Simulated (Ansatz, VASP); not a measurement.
**Sn4Bi2O in VASP and in Ansatz**

```xyz
7
Lattice="5.1694 0.0000 0.0000 -2.5847 4.4768 0.0000 0.0000 0.0000 9.3043" Properties=species:S:1:pos:R:3 pbc="T T T"
Sn    0.0000    2.9845    7.7910
Sn    0.0000    2.9845    1.5133
Sn    2.5847    1.4923    1.5133
Sn    2.5847    1.4923    7.7910
Bi    0.0000    2.9845    4.6522
Bi    2.5847    1.4923    4.6522
O     0.0000    0.0000    4.6522
```

Alike in both runs: functional PBE; k mesh 3 × 3 × 4; occupations gaussian, width 0.1 eV; no spin polarisation.

Ansatz relaxed the structure, and its values are those at the end. VASP's run is a single point on that final structure, the one shown.

```csv
,VASP,Ansatz
version,VASP 6.6.1,Ansatz 0.2.0
potentials or method,"VASP PAW PBE potentials, release 64 (Sn_d, Bi_d, O), cutoff 520 eV","scalar-relativistic, plane waves, PAW"
valence electrons in the cell,92,92
```

```csv
,VASP,Ansatz,Ansatz less VASP
gap on the k mesh at the Fermi level (eV),none,none,-
pressure (GPa),-0.1,-0.1,+0.05
rms of the force components (eV/Å),0.013,0.013,-0.0003
```

A gap of «none» marks a metal or a gap that the smearing closes.

The k mesh is coarse, so the values compare programs but aren't converged. Spin-orbit coupling is off throughout.
